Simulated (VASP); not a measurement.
# FeO2 (P4_2/mnm) in VASP: settings compared, part 2 of 2

VASP 6.6.1. Earlier steps stand in the parts before.

## (3) Single point, PBEsol+D4+U, collinear spin, ferromagnetic start

File INCAR:

```
SYSTEM = FeO2
PREC     = Accurate       ! precision mode
ENCUT    = 600            ! plane-wave cutoff, eV
EDIFF    = 1E-6           ! SCF threshold, eV
ISMEAR   = -1             ! smearing method
SIGMA    = 0.1            ! smearing width, eV
LREAL    = .FALSE.        ! projectors in reciprocal space
LASPH    = .TRUE.         ! aspherical terms in the spheres
NELM     = 200            ! most SCF steps
ALGO     = Normal         ! electronic algorithm
ISIF     = 2              ! what is computed and relaxed
LWAVE    = .FALSE.        ! write WAVECAR
LCHARG   = .FALSE.        ! write CHGCAR
ISPIN    = 2              ! spin polarisation
MAGMOM   = 3.8 3.8 0 0 0 0 ! initial moments
LORBIT   = 11             ! projections on sites
LMAXMIX  = 4              ! l up to which the mixer works
LDAU     = .TRUE.         ! DFT+U
LDAUTYPE = 2            
LDAUL    = 2 -1           ! shell
LDAUU    = 6.02 0         ! U, eV
LDAUJ    = 0 0          
LDAUPRINT= 1            
GGA      = PS             ! functional
IVDW     = 13             ! dispersion correction
NBANDS   = 33             ! bands
GGA_COMPAT= .FALSE.
```

File KPOINTS:

```
Automatic mesh
0
G
  4 4 6
  0 0 0
```

File POSCAR:

```
FeO2
1.0
    4.6219899100      0.0000000000      0.0000000000
    0.0000000000      4.6219899100      0.0000000000
    0.0000000000      0.0000000000      3.0382728200
Fe O
2 4
Direct
    0.0000000000      0.0000000000      0.0000000000
    0.5000000000      0.5000000000      0.5000000000
    0.3040000000      0.3040000000      0.0000000000
    0.6960000000      0.6960000000      0.0000000000
    0.8040000000      0.1960000000      0.5000000000
    0.1960000000      0.8040000000      0.5000000000
```

Potentials or basis: VASP PAW PBE potentials, release 64 (Fe, O).

Started as:

```bash
$ cat potpaw_PBE.64/Fe/POTCAR potpaw_PBE.64/O/POTCAR > POTCAR
$ mpirun -np 1 vasp_std > vasp.out
```

OUTCAR:

```text
SYSTEM = FeO2
   PREC = Accurate
   ENCUT = 600
   EDIFF = 1E-6
   ISMEAR = -1
   LREAL = .FALSE.
   LASPH = .TRUE.
   NELM = 200
   ISIF = 2
   ISPIN = 2
   LORBIT = 11
   GGA = PS
   IVDW = 13

 ion  position               nearest neighbor table
   1  0.000  0.000  0.000-   3 1.99   4 1.99   5 1.99   6 1.99   5 1.99   6 1.99
   2  0.500  0.500  0.500-   5 1.99   6 1.99   3 1.99   4 1.99   3 1.99   4 1.99
   3  0.304  0.304  0.000-   1 1.99   2 1.99   2 1.99
   4  0.696  0.696  0.000-   1 1.99   2 1.99   2 1.99
   5  0.804  0.196  0.500-   2 1.99   1 1.99   1 1.99
   6  0.196  0.804  0.500-   2 1.99   1 1.99   1 1.99

  LATTYP: Found a simple tetragonal cell.
 ALAT       =     4.6219899100
 C/A-ratio  =     0.6573516773

  Lattice vectors:

 A1 = (   4.6219899100,   0.0000000000,   0.0000000000)
 A2 = (   0.0000000000,   4.6219899100,   0.0000000000)
 A3 = (   0.0000000000,   0.0000000000,   3.0382728200)

Analysis of symmetry for initial positions (statically):
=====================================================================
 Subroutine PRICEL returns:
 Original cell was already a primitive cell.

 Routine SETGRP: Setting up the symmetry group for a
 simple tetragonal supercell.

 Subroutine GETGRP returns: Found 16 space group operations
 (whereof  8 operations were pure point group operations)
 out of a pool of 16 trial point group operations.

The static configuration has the point symmetry D_2h.
 The point group associated with its full space group is D_4h.

Analysis of symmetry for dynamics (positions and initial velocities):
=====================================================================
 Subroutine PRICEL returns:
 Original cell was already a primitive cell.

 Routine SETGRP: Setting up the symmetry group for a
 simple tetragonal supercell.

 Subroutine GETGRP returns: Found 16 space group operations
 (whereof  8 operations were pure point group operations)
[... 251 lines left out ...]

 k-point     1 :       0.0000    0.0000    0.0000
  band No.  band energies     occupation
      1     -16.4544      1.00000
      2     -15.2005      1.00000
      3     -14.6590      1.00000
      4     -14.6590      1.00000
      5      -7.3023      1.00000
      6      -6.8561      1.00000
[... 829 lines left out ...]
     31      15.7501      0.00000
     32      15.7501      0.00000
 Fermi energy:         1.7747478866

 spin component 2

 k-point     1 :       0.0000    0.0000    0.0000
  band No.  band energies     occupation
      1     -16.3710      1.00000
      2     -14.6950      1.00000
      3     -14.6626      1.00000
      4     -14.6626      1.00000
      5      -4.1590      1.00000
      6      -2.6328      1.00000
[... 829 lines left out ...]
     31      16.1567      0.00000
     32      16.1567      0.00000
 [bands above 32 left out]

------------------------ aborting loop because EDIFF is reached ----------------------------------------

  DFT-D4 for vdW energy calculation

  Edisp (eV):   -0.77077

  FORCE on cell =-STRESS in cart. coord.  units (eV):
  Direction    XX          YY          ZZ          XY          YZ          ZX
  --------------------------------------------------------------------------------------
  -------------------------------------------------------------------------------------
  Total      -5.66390    -5.66390    -7.31046     0.00000     0.00000     0.00000
  in kB    -139.81109  -139.81109  -180.45578     0.00000     0.00000     0.00000
  external pressure =     -153.36 kB  Pullay stress =        0.00 kB

 VOLUME and BASIS-vectors are now :
 -----------------------------------------------------------------------------
  energy-cutoff  :      600.00
  volume of cell :       64.91
      direct lattice vectors                 reciprocal lattice vectors
     4.621989910  0.000000000  0.000000000     0.216357028  0.000000000  0.000000000
     0.000000000  4.621989910  0.000000000     0.000000000  0.216357028  0.000000000
     0.000000000  0.000000000  3.038272820     0.000000000  0.000000000  0.329134367

 POSITION                                       TOTAL-FORCE (eV/Angst)
 -----------------------------------------------------------------------------------
      0.00000      0.00000      0.00000         0.000000      0.000000      0.000000
      2.31099      2.31099      1.51914         0.000000      0.000000      0.000000
      1.40508      1.40508      0.00000         0.310336      0.310336     -0.000000
      3.21690      3.21690      0.00000        -0.310336     -0.310336      0.000000
      3.71608      0.90591      1.51914         0.310336     -0.310336      0.000000
      0.90591      3.71608      1.51914        -0.310336      0.310336     -0.000000
 -----------------------------------------------------------------------------------
    total drift:                                0.000000     -0.000000      0.000000

  FREE ENERGIE OF THE ION-ELECTRON SYSTEM (eV)
  ---------------------------------------------------
  free  energy   TOTEN  =       -39.2149091399 eV

  energy  without entropy=      -39.0948578575  energy(sigma->0) =      -39.15488350

 total charge

# of ion       s       p       d       tot
------------------------------------------
    1        0.405   0.609   5.752   6.765
    2        0.405   0.609   5.752   6.765
    3        1.567   3.356   0.000   4.923
    4        1.567   3.356   0.000   4.923
    5        1.567   3.356   0.000   4.923
    6        1.567   3.356   0.000   4.923
--------------------------------------------------
tot          7.077  14.640  11.504  33.221

 magnetization (x)

# of ion       s       p       d       tot
------------------------------------------
    1        0.031   0.043   4.116   4.191
    2        0.031   0.043   4.116   4.191
    3        0.011  -0.038   0.000  -0.027
    4        0.011  -0.038   0.000  -0.027
    5        0.011  -0.038   0.000  -0.027
    6        0.011  -0.038   0.000  -0.027
--------------------------------------------------
tot          0.106  -0.067   8.233   8.272
```

Wall time 63 s (1 thread of Intel Xeon 6975P-C (Granite Rapids), shared host); peak memory 0.27 GiB.

Results:

```
Free energy                                           : -39.2149 eV
Pressure                                              : -15.3 GPa
Largest force                                         : 0.439 eV/Å
Net moment                                            : 8.27 μB per cell
Site moments                                          : Fe +4.19; O -0.03 μB
Valence electrons inside the program's atomic spheres : Fe 6.76; O 4.92
Dispersion energy per atom                            : -0.128 eV
```

Forces on the atoms (eV/Å):
```
Fe   0.000  0.000  0.000
Fe   0.000  0.000  0.000
O    0.310  0.310  0.000
O   -0.310 -0.310  0.000
O    0.310 -0.310  0.000
O   -0.310  0.310  0.000
```

Stress tensor (GPa, compression positive):
```
-13.98   0.00   0.00
  0.00 -13.98   0.00
  0.00   0.00 -18.05
```

Eigenvalues of the final occupation matrices:
| site | spin | trace | eigenvalues |
| --- | --- | --- | --- |
| site 1 d | 1 | 4.95 | 0.99 0.99 0.99 0.99 1.00 |
| site 1 d | 2 | 0.83 | 0.05 0.09 0.10 0.28 0.31 |
| site 2 d | 1 | 4.95 | 0.99 0.99 0.99 0.99 1.00 |
| site 2 d | 2 | 0.83 | 0.05 0.09 0.10 0.28 0.31 |

Caveat: the cell stands under tension; the PAW data sets were made with another functional, which shifts forces and pressure a little; the run started ferromagnetic, and an antiferromagnetic order may lie lower in energy.

## (4) Single point, PBEsol+U, collinear spin, ferromagnetic start

File INCAR:

```
ALGO = Normal
EDIFF = 1E-6
ENCUT = 600
GGA = PS
GGA_COMPAT = F
ISIF = 2
ISMEAR = -1
ISPIN = 2
LASPH = T
LCHARG = T
LDAU = T
LDAUJ = 0 0
LDAUL = 2 -1
LDAUPRINT = 1
LDAUTYPE = 2
LDAUU = 6.02 0
LELF = T
LMAXMIX = 4
LORBIT = 11
LREAL = F
LVHAR = T
LWAVE = F
MAGMOM = 3.8 3.8 1 2 3 1
NBANDS = 33
NELM = 200
PREC = Accurate
SIGMA = 0.1
```

File KPOINTS:

```
k-points
0
Gamma
  4 4 6
```

POSCAR is that of step 3.

Started as:

```bash
$ cat potpaw_PBE.64/Fe/POTCAR potpaw_PBE.64/O/POTCAR > POTCAR
$ mpirun -np 1 vasp_std > vasp.out
```

Wall time 2 min (1 thread of Intel Xeon 6975P-C (Granite Rapids), shared host); peak memory 0.31 GiB.

It converged, with:

* Free energy: -38.4441 eV
* Pressure: -13.6 GPa
* Largest force: 0.437 eV/Å
* Net moment: 8.27 μB per cell
* Site moments: Fe +4.19; O -0.03 μB
* Valence electrons inside the program's atomic spheres: Fe 6.76; O 4.92

Forces in eV/Å, atoms in the order of the input:
```
Fe   0.000  0.000  0.000
Fe   0.000  0.000  0.000
O    0.309  0.309  0.000
O   -0.309 -0.309  0.000
O    0.309 -0.309  0.000
O   -0.309  0.309  0.000
```

Stress tensor (GPa, compression positive):
```
-12.20   0.00   0.00
  0.00 -12.20   0.00
  0.00   0.00 -16.27
```

Levels at points of the mesh, in eV from the Fermi level:
Spin up:
| k point | band 20 | band 21 | band 22 | band 23 | band 24 | band 25 | band 26 | band 27 | band 28 | band 29 |
| --- | --- | --- | --- | --- | --- | --- | --- | --- | --- | --- |
| (0.00, 0.00, 0.00) | -0.78 | -0.19 | -0.19 | 0.22 | 0.29 | 0.29 | 0.31 | 6.27 | 10.10 | 10.10 |
| (0.50, 0.00, 0.00) | -1.62 | -0.81 | -0.81 | 0.14 | 0.14 | 0.25 | 0.25 | 8.73 | 8.73 | 11.07 |
| (0.00, 0.50, 0.00) | -1.62 | -0.81 | -0.81 | 0.14 | 0.14 | 0.25 | 0.25 | 8.73 | 8.73 | 11.07 |
| (0.50, 0.50, 0.00) | -1.65 | -1.14 | -1.14 | -0.44 | -0.44 | 0.23 | 0.23 | 9.92 | 9.92 | 10.54 |
| (0.00, 0.00, 0.50) | -1.63 | -1.22 | -1.22 | -0.81 | -0.81 | -0.67 | -0.67 | 11.16 | 11.16 | 13.29 |
| (0.50, 0.00, 0.50) | -2.89 | -0.79 | -0.79 | -0.72 | -0.72 | 0.66 | 0.66 | 11.49 | 11.49 | 11.99 |
| (0.00, 0.50, 0.50) | -2.89 | -0.79 | -0.79 | -0.72 | -0.72 | 0.66 | 0.66 | 11.49 | 11.49 | 11.99 |
| (0.50, 0.50, 0.50) | -0.75 | -0.48 | -0.48 | -0.48 | -0.48 | -0.37 | -0.37 | 10.60 | 10.60 | 11.45 |
Spin down:
```csv
k point,band 13,band 14,band 15,band 16,band 17,band 18,band 19,band 20
"(0.00, 0.00, 0.00)",-0.80,-0.17,-0.17,0.39,1.85,2.00,2.16,2.16
"(0.50, 0.00, 0.00)",-1.74,-1.74,-0.36,-0.36,2.41,2.41,2.65,2.65
"(0.00, 0.50, 0.00)",-1.74,-1.74,-0.36,-0.36,2.41,2.41,2.65,2.65
"(0.50, 0.50, 0.00)",-1.34,-1.34,-1.12,-1.12,1.86,1.86,2.16,2.16
"(0.00, 0.00, 0.50)",-1.69,-1.69,-1.25,-1.25,2.60,2.60,2.69,2.69
"(0.50, 0.00, 0.50)",-1.54,-1.54,-0.64,-0.64,1.95,1.95,2.21,2.21
"(0.00, 0.50, 0.50)",-1.54,-1.54,-0.64,-0.64,1.95,1.95,2.21,2.21
"(0.50, 0.50, 0.50)",-0.73,-0.73,-0.51,-0.51,2.48,2.48,2.81,2.81
```

Eigenvalues of the final occupation matrices:
```csv
site,spin,trace,eigenvalues
site 1 d,1,4.95,0.99 0.99 0.99 0.99 1.00
site 1 d,2,0.83,0.05 0.09 0.10 0.28 0.31
site 2 d,1,4.95,0.99 0.99 0.99 0.99 1.00
site 2 d,2,0.83,0.05 0.09 0.10 0.28 0.31
```

Caveat: the cell stands under tension; the PAW data sets were made with another functional, which shifts forces and pressure a little; the run started ferromagnetic, and an antiferromagnetic order may lie lower in energy.

## (5) Single point, PBEsol+U, collinear spin, ferromagnetic start

File INCAR:

```
ALGO = Normal ; EDIFF = 1E-6
ENCUT = 600 ; GGA = PS
GGA_COMPAT = F ; ISIF = 2
ISMEAR = -1 ; ISPIN = 2
ISYM = 0 ; LASPH = T
LCHARG = F ; LDAU = T
LDAUJ = 0 0 ; LDAUL = 2 -1
LDAUPRINT = 1 ; LDAUTYPE = 2
LDAUU = 6.02 0 ; LMAXMIX = 4
LORBIT = 11 ; LREAL = F
LWAVE = F ; MAGMOM = 3.8 3.8 0 0 0 0
NBANDS = 33 ; NELM = 200
PREC = Accurate ; SIGMA = 0.1
```

KPOINTS is that of step 4.

POSCAR is that of step 4.

Potentials or basis: VASP PAW PBE potentials, release 64 (Fe, O).

Started as:

```bash
$ cat potpaw_PBE.64/Fe/POTCAR potpaw_PBE.64/O/POTCAR > POTCAR
$ mpirun -np 1 vasp_std > vasp.out
```

OUTCAR:

```text
EDIFF = 1E-6
   ENCUT = 600
   GGA = PS
   ISIF = 2
   ISMEAR = -1
   ISPIN = 2
   ISYM = 0
   LASPH = T
   LORBIT = 11
   LREAL = F
   NELM = 200
   PREC = Accurate

 ion  position               nearest neighbor table
   1  0.000  0.000  0.000-   3 1.99   4 1.99   5 1.99   6 1.99   5 1.99   6 1.99
   2  0.500  0.500  0.500-   5 1.99   6 1.99   3 1.99   4 1.99   3 1.99   4 1.99
   3  0.304  0.304  0.000-   1 1.99   2 1.99   2 1.99
   4  0.696  0.696  0.000-   1 1.99   2 1.99   2 1.99
   5  0.804  0.196  0.500-   2 1.99   1 1.99   1 1.99
   6  0.196  0.804  0.500-   2 1.99   1 1.99   1 1.99

IMPORTANT INFORMATION: All symmetrisations will be switched off!
NOSYMM: (Re-)initialisation of all symmetry stuff for point group C_1.

----------------------------------------------------------------------------------------

                                     Primitive cell

  volume of cell :      64.9060

  direct lattice vectors                    reciprocal lattice vectors
[... 1916 lines left out ...]
  Total       -4.9969735     -4.9970024     -6.6373746      0.0001331      0.0000040     -0.0000000
  in kB     -123.3482152   -123.3489289   -163.8408356      0.0032843      0.0000992     -0.0000004
  external PRESSURE =    -136.8459932 kB  Pullay stress =       0.0000000 kB

 VOLUME and BASIS-vectors are now :
 -----------------------------------------------------------------------------
  energy-cutoff  :      600.00
  volume of cell :       64.91
      direct lattice vectors                 reciprocal lattice vectors
     4.621989910  0.000000000  0.000000000     0.216357028  0.000000000  0.000000000
     0.000000000  4.621989910  0.000000000     0.000000000  0.216357028  0.000000000
     0.000000000  0.000000000  3.038272820     0.000000000  0.000000000  0.329134367

 POSITION                                       TOTAL-FORCE (eV/Angst)
 -----------------------------------------------------------------------------------
      0.00000      0.00000      0.00000        -0.000066      0.000083      0.000001
      2.31099      2.31099      1.51914         0.000039     -0.000068      0.000001
      1.40508      1.40508      0.00000         0.308813      0.308834     -0.000001
      3.21690      3.21690      0.00000        -0.308832     -0.308805      0.000000
      3.71608      0.90591      1.51914         0.308843     -0.308842      0.000001
      0.90591      3.71608      1.51914        -0.308796      0.308798     -0.000002
 -----------------------------------------------------------------------------------
    total drift:                               -0.000010      0.000026     -0.000003

  FREE ENERGIE OF THE ION-ELECTRON SYSTEM (eV)
  ---------------------------------------------------
  free  energy   TOTEN  =       -38.4441384167 eV

  energy  without entropy=      -38.3242782357  energy(sigma->0) =      -38.38420833

 total charge

# of ion       s       p       d       tot
------------------------------------------
    1        0.405   0.609   5.751   6.764
    2        0.405   0.609   5.751   6.764
    3        1.567   3.356   0.000   4.923
    4        1.567   3.356   0.000   4.923
    5        1.567   3.356   0.000   4.923
    6        1.567   3.356   0.000   4.923
--------------------------------------------------
tot          7.077  14.641  11.503  33.221

 magnetization (x)

# of ion       s       p       d       tot
------------------------------------------
    1        0.031   0.043   4.116   4.191
    2        0.031   0.043   4.116   4.191
    3        0.011  -0.038   0.000  -0.027
    4        0.011  -0.038   0.000  -0.027
    5        0.011  -0.038   0.000  -0.027
    6        0.011  -0.038   0.000  -0.027
--------------------------------------------------
tot          0.106  -0.067   8.233   8.272
```

stdout:

```text
POSCAR found type information on POSCAR FeO
 POSCAR found :  2 types and       6 ions
 scaLAPACK will be used
 -----------------------------------------------------------------------------
|                                                                             |
|                                                                             |
|     You enforced a specific xc type in the INCAR file but a different       |
|     I HOPE YOU KNOW WHAT YOU ARE DOING!                                     |
|                                                                             |
 -----------------------------------------------------------------------------

 LDA part: xc-table for (Slater+PW92), standard interpolation
 POSCAR, INCAR and KPOINTS ok, starting setup
 FFT: planning ... GRIDC
 FFT: planning ... GRID_SOFT
 FFT: planning ... GRID
 WAVECAR not read
 entering main loop
```

Wall time 2.2 min (1 thread of Intel Xeon 6975P-C (Granite Rapids), shared host); peak memory 0.35 GiB.

Results:

```
Free energy                                           : -38.4441 eV
Pressure                                              : -13.7 GPa
Largest force                                         : 0.437 eV/Å
Net moment                                            : 8.27 μB per cell
Site moments                                          : Fe +4.19; O -0.03 μB
Valence electrons inside the program's atomic spheres : Fe 6.76; O 4.92
```

Forces on the atoms (eV/Å):
```
Fe   0.000  0.000  0.000
Fe   0.000  0.000  0.000
O    0.309  0.309  0.000
O   -0.309 -0.309  0.000
O    0.309 -0.309  0.000
O   -0.309  0.309  0.000
```

Eigenvalues of the final occupation matrices:
```tsv
site	spin	trace	eigenvalues
site 1 d	1	4.95	0.99 0.99 0.99 0.99 1.00
site 1 d	2	0.83	0.05 0.09 0.10 0.28 0.31
site 2 d	1	4.95	0.99 0.99 0.99 0.99 1.00
site 2 d	2	0.83	0.05 0.09 0.10 0.28 0.31
```

Caveat: the cell stands under tension; the PAW data sets were made with another functional, which shifts forces and pressure a little; the run started ferromagnetic, and an antiferromagnetic order may lie lower in energy. The state reached can hang on the start; a lower one may exist.
